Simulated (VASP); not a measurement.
Input of a VASP 6.6.1 run:

Contents of INCAR:

```
PREC = Accurate
ENCUT = 600
EDIFF = 1E-6
ISMEAR = 0
SIGMA = 0.2
LREAL = False
LASPH = True
NELM = 200
ALGO = Normal
ISIF = 2
LWAVE = False
LCHARG = True
GGA = PE
LELF = True
LVHAR = True
NBANDS = 19
GGA_COMPAT = False
LMAXMIX = 6
```

KPOINTS

```
Automatic mesh
0
Gamma
  7 7 7
```

The input POSCAR:

```
Ho2O
1.0
    0.0000000000      2.9852970214      6.2018361468
    1.6776038698      0.0000000000      6.2018361468
    1.6776038698      2.9852970214      0.0000000000
Ho O
2 1
Direct
    0.3682555476      0.3682555476      0.6317444524
    0.6317444524      0.6317444524      0.3682555476
    0.0000000000      0.0000000000      0.0000000000
```

Potentials or basis: VASP PAW PBE potentials, release 64 (Ho_3, O), 4f in core.

Run with:

```sh
$ cat potpaw_PBE.64/Ho_3/POTCAR potpaw_PBE.64/O/POTCAR > POTCAR
$ mpirun -np 1 vasp_std > vasp.out
```

(1) What does it give for the largest force?

(2) Predict the pressure.

(3) Predict the band gap on the k mesh.

## Answers

(1) 0.059 eV/Å.

(2) 1.1 GPa.

(3) zero (bands 12 and 13 overlap by 0.44 eV).

Caveat: spin-orbit coupling is left out, which moves the levels of the heavy elements; the 4f electrons are frozen in the core, so they carry no moment and show no levels; the run has no spin polarisation, though such a crystal can be magnetic.
